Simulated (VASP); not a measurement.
Input of a VASP 6.6.1 run:

The input INCAR:

```
SYSTEM = CO2
PREC     = Accurate       ! precision mode
ENCUT    = 520            ! plane-wave cutoff, eV
EDIFF    = 1E-7           ! SCF threshold, eV
ISMEAR   = 1              ! smearing method
SIGMA    = 0.01           ! smearing width, eV
LREAL    = .FALSE.        ! projectors in reciprocal space
LASPH    = .TRUE.         ! aspherical terms in the spheres
NELM     = 60             ! most SCF steps
ALGO     = Normal         ! electronic algorithm
ISIF     = 2              ! what is computed and relaxed
LWAVE    = .FALSE.        ! write WAVECAR
LCHARG   = .TRUE.         ! write CHGCAR
GGA      = PE             ! functional
LELF     = .TRUE.         ! ELF
LVHAR    = .TRUE.       
NBANDS   = 15             ! bands
```

The input KPOINTS:

```
regular mesh
0
G
  9 9 7
  0 0 0
```

The input POSCAR:

```
CO2
1.0
    3.3578289290      0.0000000000      0.0000000000
   -1.6789144645      2.9079651540      0.0000000000
    0.0000000000      0.0000000000      2.6580463083
C O
1 2
Direct
    0.0000000000      0.0000000000      0.0000000000
    0.3333333333      0.6666666667      0.5000000000
    0.6666666667      0.3333333333      0.5000000000
```

Potentials or basis: VASP PAW PBE potentials, release 64 (C, O).

Run with:

```sh
$ cat potpaw_PBE.64/C/POTCAR potpaw_PBE.64/O/POTCAR > POTCAR
$ mpirun -np 1 vasp_std > vasp.out
```

**Question.** What does it give for the band gap on the k mesh?

**Answer.** Zero (bands 8 and 9 overlap by 0.90 eV).

**Question.** What does it give for the pressure?

**Answer.** -0.2 GPa.

Stress tensor (GPa, compression positive):
```
-0.16  0.00  0.00
 0.00 -0.16  0.00
 0.00  0.00 -0.33
```
